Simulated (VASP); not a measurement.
SiNi3: single point with PBEsol

SiNi3:

```
Si Ni
1.0
     3.46125    0.00000    0.00000
     0.00000    3.46125    0.00000
     0.00000    0.00000    3.46125
Si Ni
1 3
Direct
  0.00000 0.00000 0.00000
  0.00000 0.32665 0.50000
  0.50000 0.00000 0.50000
  0.50000 0.50000 0.00000
```

This cell differs from its parent crystal: atom 2 (Ni) moved by (-0.600, +0.000) A along y and z.

```
Program             : VASP 6.6.1
Task                : single point
Functional          : PBEsol
Potentials or basis : VASP PAW PBE potentials, release 64 (Si, Ni)
Cutoff              : 520 eV
k mesh              : 14 × 14 × 14
Occupations         : gaussian, width 0.15 eV
Spin                : no spin polarisation
```

```
Pressure               : 25.7 GPa
Largest force          : 6.931 eV/Å
Band gap on the k mesh : zero (band 17 reaches 11.54 eV, above the bottom of band 18 at 10.83 eV)
```

Forces on the atoms (eV/Å):
```
Si   0.000 -3.032  0.000
Ni   0.000  6.931  0.000
Ni   0.000 -4.276  0.000
Ni   0.000  0.377  0.000
```

Stress tensor (GPa, compression positive):
```
33.87  0.00  0.00
 0.00 19.13  0.00
 0.00  0.00 24.20
```

Levels at points of the mesh, in eV from the Fermi level:
```tsv
k point	band 15	band 16	band 17	band 18	band 19	band 20
(0.00, 0.00, 0.00)	-0.59	-0.46	-0.34	-0.05	1.18	4.55
(0.50, 0.00, 0.00)	-0.64	-0.44	-0.05	3.52	3.93	4.23
(0.00, 0.50, 0.00)	-1.41	-0.64	-0.40	3.29	3.37	5.78
(0.00, 0.00, 0.50)	-1.04	-0.92	-0.66	2.25	3.65	5.36
(0.50, 0.50, 0.00)	-1.16	-0.96	-0.86	0.52	0.55	5.32
(0.00, 0.50, 0.50)	-1.23	-0.80	-0.67	0.63	0.65	5.80
(0.50, 0.00, 0.50)	-1.52	-0.99	-0.51	0.25	0.38	4.55
(0.50, 0.50, 0.50)	-1.24	-0.99	-0.69	-0.30	0.41	1.17
```

Run time: 6.4 min on 1 thread of AMD EPYC 9R45 96-Core Processor (Zen 5), on a shared host, peak memory 0.48 GiB.

Caveat: the cell differs from its parent crystal (atom 2 (Ni) moved by (-0.600, +0.000) A along y and z); the PAW data sets were made with another functional, which shifts forces and pressure a little. Spin polarisation is off, so any magnetic state and its effect on volume and gap are missing.
